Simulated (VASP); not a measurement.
# AgCl (Fm-3m) in VASP: notebook

AgCl is run at these levels: LDA, PBEsol; tasks: single point.

Everything below comes from runs of VASP 6.6.1. Logs are shortened: lines on timing, memory, paths and dates and some standing lists are left out, and cuts for length are marked.

## (1) The cell of the first run

It takes space group Fm-3m (No. 225, cubic). The conventional cell has a = 5.358 Å, b = 5.358 Å, c = 5.358 Å, α = 90.00°, β = 90.00°, γ = 90.00°. Within 3.5 Å of Ag (site symmetry m-3m) lie 6 Cl at 2.68 Å. Within 3.5 Å of Cl (site symmetry m-3m) lie 6 Ag at 2.68 Å.

## (2) Single point, LDA (19.23 Å³/atom)

INCAR

```
PREC = Accurate
ENCUT = 520
EDIFF = 1E-6
ISMEAR = -1
SIGMA = 0.05
LREAL = False
LASPH = True
NELM = 80
ALGO = Normal
ISIF = 2
LWAVE = False
LCHARG = False
GGA = CA
NBANDS = 16
```

KPOINTS

```
Automatic mesh
0
Gamma
  8 8 8
```

POSCAR

```
AgCl
1.0
    0.0000000000      2.6791680073      2.6791680073
    2.6791680073      0.0000000000      2.6791680073
    2.6791680073      2.6791680073      0.0000000000
Ag Cl
1 1
Direct
    0.0000000000      0.0000000000      0.0000000000
    0.5000000000      0.5000000000      0.5000000000
```

Potentials or basis: VASP PAW LDA potentials, release 64 (Ag, Cl).

Launch:

```
cat potpaw_LDA.64/Ag/POTCAR potpaw_LDA.64/Cl/POTCAR > POTCAR
mpirun -np 1 vasp_std > vasp.out
```

OUTCAR:

```text
PREC = Accurate
   ENCUT = 520
   EDIFF = 1E-6
   ISMEAR = -1
   LREAL = False
   LASPH = True
   NELM = 80
   ISIF = 2
   GGA = CA

 ion  position               nearest neighbor table
   1  0.000  0.000  0.000-   2 2.68   2 2.68   2 2.68   2 2.68   2 2.68   2 2.68
   2  0.500  0.500  0.500-   1 2.68   1 2.68   1 2.68   1 2.68   1 2.68   1 2.68

  LATTYP: Found a face centered cubic cell.
 ALAT       =     5.3583360146

  Lattice vectors:

 A1 = (   0.0000000000,   2.6791680073,   2.6791680073)
 A2 = (   2.6791680073,   0.0000000000,   2.6791680073)
 A3 = (   2.6791680073,   2.6791680073,   0.0000000000)

Analysis of symmetry for initial positions (statically):
=====================================================================
 Subroutine PRICEL returns:
 Original cell was already a primitive cell.

 Routine SETGRP: Setting up the symmetry group for a
 face centered cubic supercell.

 Subroutine GETGRP returns: Found 48 space group operations
 (whereof 48 operations were pure point group operations)
 out of a pool of 48 trial point group operations.

The static configuration has the point symmetry O_h .

Analysis of symmetry for dynamics (positions and initial velocities):
=====================================================================
 Subroutine PRICEL returns:
 Original cell was already a primitive cell.

 Routine SETGRP: Setting up the symmetry group for a
 face centered cubic supercell.

 Subroutine GETGRP returns: Found 48 space group operations
 (whereof 48 operations were pure point group operations)
 out of a pool of 48 trial point group operations.

The dynamic configuration has the point symmetry O_h .

 Subroutine INISYM returns: Found 48 space group operations
 (whereof 48 operations are pure point group operations),
 and found     1 'primitive' translations

----------------------------------------------------------------------------------------

                                     Primitive cell

  volume of cell :      38.4618

  direct lattice vectors                    reciprocal lattice vectors
     0.000000000  2.679168007  2.679168007    -0.186625101  0.186625101  0.186625101
     2.679168007  0.000000000  2.679168007     0.186625101 -0.186625101  0.186625101
     2.679168007  2.679168007  0.000000000     0.186625101  0.186625101 -0.186625101

  length of vectors
     3.788915732  3.788915732  3.788915732     0.323244157  0.323244157  0.323244157

  position of ions in fractional coordinates (direct lattice)
     0.000000000  0.000000000  0.000000000
     0.500000000  0.500000000  0.500000000

  ion indices of the primitive-cell ions
   primitive index   ion index
                 1           1
                 2           2

----------------------------------------------------------------------------------------

 KPOINTS: Automatic mesh

Automatic generation of k-mesh.
 Grid dimensions read from file:
 generate k-points for:    8    8    8

 Generating k-lattice:

  Cartesian coordinates                     Fractional coordinates (reciprocal lattice)
    -0.023328138  0.023328138  0.023328138     0.125000000  0.000000000  0.000000000
     0.023328138 -0.023328138  0.023328138     0.000000000  0.125000000  0.000000000
     0.023328138  0.023328138 -0.023328138     0.000000000  0.000000000  0.125000000

  Length of vectors
     0.040405520  0.040405520  0.040405520

  Shift w.r.t. Gamma in fractional coordinates (k-lattice)
     0.000000000  0.000000000  0.000000000

 Subroutine IBZKPT returns following result:
 ===========================================

 Found     29 irreducible k-points:

 Following reciprocal coordinates:
            Coordinates               Weight
  0.000000  0.000000  0.000000      1.000000
  0.125000  0.000000  0.000000      8.000000
  0.250000  0.000000  0.000000      8.000000
  0.375000  0.000000  0.000000      8.000000
  0.500000  0.000000  0.000000      4.000000
  0.125000  0.125000  0.000000      6.000000
[... 16 lines left out ...]
  0.500000  0.250000  0.125000     48.000000
 -0.375000  0.250000  0.125000     24.000000
 [... further k-points ...]
   k-points           NKPTS =     29   k-points in BZ     NKDIM =     29   number of bands    NBANDS=     16
   number of dos      NEDOS =    301   number of ions     NIONS =      2
   total plane-waves  NPLWV =  21952
   dimension x,y,z NGX =    28 NGY =   28 NGZ =   28
   dimension x,y,z NGXF=    56 NGYF=   56 NGZF=   56
   ions per type =               1   1
   NGX,Y,Z   is equivalent  to a cutoff of  12.29, 12.29, 12.29 a.u.
   NGXF,Y,Z  is equivalent  to a cutoff of  24.57, 24.57, 24.57 a.u.
 SYSTEM =  unknown system
   PREC   = accura    normal or accurate (medium, high low for compatibility)
   ISTART =      0    job   : 0-new  1-cont  2-samecut
   ICHARG =      2    charge: 1-file 2-atom 10-const
   ISPIN  =      1    spin polarized calculation?
   LNONCOLLINEAR =      F non collinear calculations
   LSORBIT =      F    spin-orbit coupling
   LASPH  =      T    aspherical Exc in radial PAW
   ENCUT  =  520.0 eV  38.22 Ry    6.18 a.u.   7.04  7.04  7.04*2*pi/ulx,y,z
   NELM   =     80;   NELMIN=  2; NELMDL= -5     # of ELM steps
   EDIFF  = 0.1E-05   stopping-criterion for ELM
   LREAL  =      F    real-space projection
   EDIFFG = 0.1E-04   stopping-criterion for IOM
   NSW    =      0    number of steps for IOM
   IBRION =     -1    ionic relax: 0-MD 1-quasi-New 2-CG
   NFREE  =      0    steps in history (QN), initial steepest desc. (CG)
   ISIF   =      2    stress and relaxation
   ISYM   =      2    0-nonsym 1-usesym 2-fastsym
   POTIM  = 0.5000    time-step for ionic-motion
   TEBEG  =    0.0;   TEEND  =   0.0 temperature during run
   PSTRESS=    0.0 pullay stress
   NELECT =      18.0000    total number of electrons
   NUPDOWN=      -1.0000    fix difference up-down
   EMIN   =  10.00;   EMAX   =-10.00  energy-range for DOS
   EFERMI =   0.00;   METHOD = LEGACY
   ISMEAR =    -1;   SIGMA  =   0.05  broadening in eV -4-tet -1-fermi 0-gaus
   EFERMI_NEDOS =   21; number of points for ismear=-14 and -15
   IALGO  =     38    algorithm
   IMIX   =      4    mixing-type and parameters
     AMIX     =   0.40;   BMIX     =  1.00
     AMIX_MAG =   1.60;   BMIX_MAG =  1.00
  volume/ion in A,a.u.               =      19.23       129.78
  Fermi-wavevector in a.u.,A,eV,Ry     =   1.271030  2.401898 21.980438  1.615517
  Thomas-Fermi vector in A             =   2.403985
   LORBIT       =      0    0 simple, 1 ext, 2 COOP (PROOUT), +10 PAW based schemes
   GGA     = CA    functional components
   LHFCALC =     F    Hartree Fock is set to
   AEXX    =    0.0000 exact exchange contribution
   IVDW    =     0    specifies the selected vdW correction
   LEPSILON=     F    determine dielectric tensor
   LRPA    =     F    only Hartree local field effects (RPA)
 non-spin polarized calculation
  energy-cutoff  :      520.00
  volume of cell :       38.46
 maximum number of plane-waves:      1056
   NGX = 15   NGY = 15   NGZ = 15

 number of electron      18.0000004 magnetization

 Free energy of the ion-electron system (eV)
  ---------------------------------------------------
  ext. energy  EPLUGINS =         0.00000000
  ---------------------------------------------------
  free energy    TOTEN  =        -6.79301981 eV

  energy without entropy =       -6.79300055  energy(sigma->0) =       -6.79301018

 E-fermi :   5.3834     XC(G=0): -10.9679

 val. band max:        4.9826957830   @ k =   0.5000   0.0000   0.0000
 cond. band min:       5.6369064735   @ k =   0.0000   0.0000   0.0000
 fundamental gap:      0.6542106905
 Fermi energy:         5.3834422866

 k-point     1 :       0.0000    0.0000    0.0000
  band No.  band energies     occupation
      1     -10.8105      2.00000
      2       1.9863      2.00000
      3       1.9863      2.00000
      4       1.9863      2.00000
      5       2.0329      2.00000
      6       2.0329      2.00000
[... 8 lines left out ...]
     15      18.6096      0.00000
     16      18.6096      0.00000

 k-point     2 :       0.1250    0.0000    0.0000
  band No.  band energies     occupation
      1     -10.7280      2.00000
      2       1.2089      2.00000
      3       1.2759      2.00000
      4       1.2759      2.00000
      5       2.0577      2.00000
      6       2.0577      2.00000
[... 8 lines left out ...]
     15      17.0870      0.00000
     16      17.6087      0.00000

 k-point     3 :       0.2500    0.0000    0.0000
  band No.  band energies     occupation
      1     -10.5179      2.00000
      2       0.0031      2.00000
      3       0.6129      2.00000
      4       0.6129      2.00000
      5       2.2245      2.00000
      6       2.2245      2.00000
[... 8 lines left out ...]
     15      17.2122      0.00000
     16      17.6414      0.00000

 k-point     4 :       0.3750    0.0000    0.0000
  band No.  band energies     occupation
      1     -10.2892      2.00000
      2      -0.9205      2.00000
      3       0.1919      2.00000
      4       0.1919      2.00000
      5       2.4003      2.00000
      6       2.4003      2.00000
[... 8 lines left out ...]
     15      18.0445      0.00000
     16      18.0445      0.00000
[... 324 lines left out ...]
 k-point    22 :       0.3750    0.2500    0.1250
  band No.  band energies     occupation
      1     -10.3907      2.00000
      2      -0.4368      2.00000
      3       0.5226      2.00000
      4       0.9040      2.00000
      5       2.1098      2.00000
      6       2.3730      2.00000
[... 8 lines left out ...]
     15      19.2224      0.00000
     16      20.6177      0.00000

 k-point    23 :       0.5000    0.2500    0.1250
  band No.  band energies     occupation
      1     -10.2287      2.00000
      2      -0.6985      2.00000
      3       0.1815      2.00000
      4       0.4473      2.00000
      5       2.2688      2.00000
      6       2.4851      2.00000
[... 8 lines left out ...]
     15      19.4269      0.00000
     16      20.4481      0.00000

 k-point    24 :      -0.3750    0.2500    0.1250
  band No.  band energies     occupation
      1     -10.1590      2.00000
      2      -0.7843      2.00000
      3       0.1045      2.00000
      4       0.1807      2.00000
      5       2.3911      2.00000
      6       2.4751      2.00000
[... 8 lines left out ...]
     15      18.6252      0.00000
     16      20.1660      0.00000

 [... further k-points ...]

------------------------ aborting loop because EDIFF is reached ----------------------------------------

  FORCE on cell =-STRESS in cart. coord.  units (eV):
  Direction    XX          YY          ZZ          XY          YZ          ZX
  --------------------------------------------------------------------------------------
  -------------------------------------------------------------------------------------
  Total       -0.0302358     -0.0302358     -0.0302358      0.0000000     -0.0000000      0.0000000
  in kB       -1.2595126     -1.2595126     -1.2595126      0.0000000     -0.0000000      0.0000000
  external PRESSURE =      -1.2595126 kB  Pullay stress =       0.0000000 kB

 VOLUME and BASIS-vectors are now :
 -----------------------------------------------------------------------------
  energy-cutoff  :      520.00
  volume of cell :       38.46
      direct lattice vectors                 reciprocal lattice vectors
     0.000000000  2.679168007  2.679168007    -0.186625101  0.186625101  0.186625101
     2.679168007  0.000000000  2.679168007     0.186625101 -0.186625101  0.186625101
     2.679168007  2.679168007  0.000000000     0.186625101  0.186625101 -0.186625101

 POSITION                                       TOTAL-FORCE (eV/Angst)
 -----------------------------------------------------------------------------------
      0.00000      0.00000      0.00000        -0.000000      0.000000     -0.000000
      2.67917      2.67917      2.67917         0.000000      0.000000      0.000000
 -----------------------------------------------------------------------------------
    total drift:                                0.000000      0.000000      0.000000

  FREE ENERGIE OF THE ION-ELECTRON SYSTEM (eV)
  ---------------------------------------------------
  free  energy   TOTEN  =        -6.7930198132 eV

  energy  without entropy=       -6.7930005531  energy(sigma->0) =       -6.79301018
```

Run time: 15 s. Hardware: 1 thread of Intel Xeon 8259CL, shared host; peak memory 0.15 GiB.

Results:

| Quantity | Value |
| --- | --- |
| Free energy | -6.7930 eV |
| Pressure | -0.1 GPa |
| Band gap on the k mesh | 0.65 eV (least direct gap 3.36 eV) |

## (3) Single point, LDA (19.64 Å³/atom)

This run uses another cell than the first one, of 19.64 Å³/atom.

INCAR

```
  PREC = Accurate
  ENCUT = 520
  EDIFF = 1E-6
  ISMEAR = -1
  SIGMA = 0.05
  LREAL = False
  LASPH = True
  NELM = 100
  ALGO = Normal
  ISIF = 2
  LWAVE = False
  LCHARG = False
  NBANDS = 16
```

KPOINTS is that of step 2.

POSCAR

```
AgCl
1.0
    0.0000000000      2.6980360093      2.6980360093
    2.6980360093      0.0000000000      2.6980360093
    2.6980360093      2.6980360093      0.0000000000
Ag Cl
1 1
Direct
    0.0000000000      0.0000000000      0.0000000000
    0.5000000000      0.5000000000      0.5000000000
```

Potentials or basis: VASP PAW LDA potentials, release 64 (Ag, Cl).

Launch:

```
cat potpaw_LDA.64/Ag/POTCAR potpaw_LDA.64/Cl/POTCAR > POTCAR
mpirun -np 1 vasp_std > vasp.out
```

It took 17 s on 1 thread of Intel Xeon 8259CL, shared host; peak memory 0.15 GiB.

It converged, with:

| Item | Value |
| --- | --- |
| Free energy | -6.7891 eV |
| Pressure | -1.5 GPa |
| Band gap on the k mesh | 0.65 eV (least direct gap 3.27 eV) |

Levels at points of the mesh, in eV from the valence-band top:
```tsv
k point	band 6	band 7	band 8	band 9	band 10	band 11	band 12	band 13
(0.00, 0.00, 0.00)	-2.85	-2.65	-2.65	-2.65	0.65	10.72	10.72	10.72
(0.50, 0.00, 0.00)	-2.43	-2.06	0.00	0.00	3.74	6.81	7.29	7.29
(0.50, 0.50, 0.00)	-2.61	-2.28	-2.28	-2.13	1.98	7.74	8.67	11.66
```

(Continued in part 2 of 2.)
